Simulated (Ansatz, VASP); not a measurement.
# One calculation of HfO2, two programs

The input POSCAR:

```
HfO2
1.0
    0.0000000000      2.4935625000      2.4935625000
    2.4935625000      0.0000000000      2.4935625000
    2.4935625000      2.4935625000      0.0000000000
Hf O
1 2
Direct
    0.0000000000      0.0000000000      0.0000000000
    0.2500000000      0.2500000000      0.2500000000
    0.7500000000      0.7500000000      0.7500000000
```

Contents of INCAR.step1:

```
SYSTEM = HfO2
PREC     = Accurate       ! precision mode
ENCUT    = 520            ! plane-wave cutoff, eV
ISMEAR   = 0              ! smearing method
SIGMA    = 0.05           ! smearing width, eV
LREAL    = .False.        ! projectors in reciprocal space
LASPH    = .True.         ! aspherical terms in the spheres
NELM     = 60             ! most SCF steps
NBANDS   = 18             ! bands
GGA      = PE             ! functional
ALGO     = Normal         ! electronic algorithm
EDIFF    = 1E-4           ! SCF threshold, eV
LWAVE    = .True.         ! write WAVECAR
LCHARG   = .False.        ! write CHGCAR
```

File INCAR.step2:

```
SYSTEM = HfO2
PREC     = Accurate       ! precision mode
ENCUT    = 520            ! plane-wave cutoff, eV
EDIFF    = 1E-6           ! SCF threshold, eV
ISMEAR   = 0              ! smearing method
SIGMA    = 0.05           ! smearing width, eV
LREAL    = .False.        ! projectors in reciprocal space
LASPH    = .True.         ! aspherical terms in the spheres
NELM     = 60             ! most SCF steps
ALGO     = Normal         ! electronic algorithm
ISIF     = 2              ! what is computed and relaxed
LWAVE    = .False.        ! write WAVECAR
LCHARG   = .False.        ! write CHGCAR
METAGGA  = R2SCAN         ! meta-GGA
LMIXTAU  = .True.       
NBANDS   = 18             ! bands
ISTART   = 1
```

Contents of KPOINTS:

```
regular mesh
0
Gamma
  8 8 8
  0 0 0
```

Input for Ansatz:

```yaml
crystal:
  lattice:
    - [0.0, 2.4935625, 2.4935625]
    - [2.4935625, 0.0, 2.4935625]
    - [2.4935625, 2.4935625, 0.0]
  atoms:
    - { symbol: Hf, position: [0.0, 0.0, 0.0] }
    - { symbol: O, position: [0.25, 0.25, 0.25] }
    - { symbol: O, position: [0.75, 0.75, 0.75] }
basis:
  ecutwfc: 500
kpoints:
  mp_grid: { grid: [8, 8, 8] }
hamiltonian:
  xc: r2scan
scf:
  occupations: { method: gaussian, width: 0.05 }
output:
  forces: true
  stress: true
  eigenvalues: true
```

Change from the starting cell: strain -0.025 along x and y, -0.025 along z, atoms carried along.

Alike in both runs: task single point; functional r2SCAN; k mesh 8 × 8 × 8; occupations gaussian, width 0.05 eV; no spin polarisation.

|  | VASP | Ansatz |
| --- | --- | --- |
| version | VASP 6.6.1 | Ansatz 0.2.0 |
| potentials or method | VASP PAW PBE potentials, release 64 (Hf_pv, O), cutoff 520 eV | scalar-relativistic, plane waves, PAW |
| valence electrons in the cell | 22 | 38 |

Ansatz gave:

| Item | Value |
| --- | --- |
| gap on the k mesh at the Fermi level (eV) | 4.42 |
| least direct gap on the mesh (eV) | 4.42 |
| pressure (GPa) | 12.6 |

Task: Which values does VASP return?

Result: gap on the k mesh at the Fermi level (eV): 4.44; least direct gap on the mesh (eV): 4.44; pressure (GPa): 8.2.

VASP's potentials were made for PBE, not for r2SCAN. One of these differences is far larger than is usual between the two programs; its cause wasn't traced. The functional is the same, so the differences come from potentials, cutoffs and numerics. VASP's potentials hold 22 valence electrons a cell and Ansatz's 38, so a difference there can come from the potentials and not from the codes.

Spin-orbit coupling is off throughout.
